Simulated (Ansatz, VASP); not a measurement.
# One calculation of TiHg, two programs

```xyz
2
Lattice="3.0090 0.0000 0.0000 0.0000 3.0090 0.0000 0.0000 0.0000 4.1218" Properties=species:S:1:pos:R:3 pbc="T T T"
Ti    1.5045    1.5045    2.0609
Hg    0.0000    0.0000    0.0000
```

Change from the starting cell: zz strain of +2 %, crystal datasets.

Alike in both runs: task electric field gradients; functional LDA; k mesh 14 × 14 × 10; occupations fermi-dirac, width 0.08 eV; no spin polarisation.

|  | VASP | Ansatz |
| --- | --- | --- |
| version | VASP 6.6.1 | Ansatz 0.2.0 |
| potentials or method | VASP PAW LDA potentials, release 64 (Ti_sv, Hg), cutoff 520 eV | all-electron PAW with datasets made for the crystal, scalar-relativistic |

```tsv
	VASP	Ansatz	Ansatz less VASP
pressure (GPa)	-7.9	-8.7	-0.80
traceless stress, the component that is largest in VASP (GPa)	-0.33	-0.30	+0.026
size of Vzz on the site where it differs most (V/Å²)	208.2	202.0	-6.26
```

LDA's correlation is that of Perdew and Zunger in VASP and of Perdew and Wang (1992) in Ansatz. Ansatz ran all-electron here, and VASP with PAW potentials.

Neither program's run includes spin-orbit coupling.
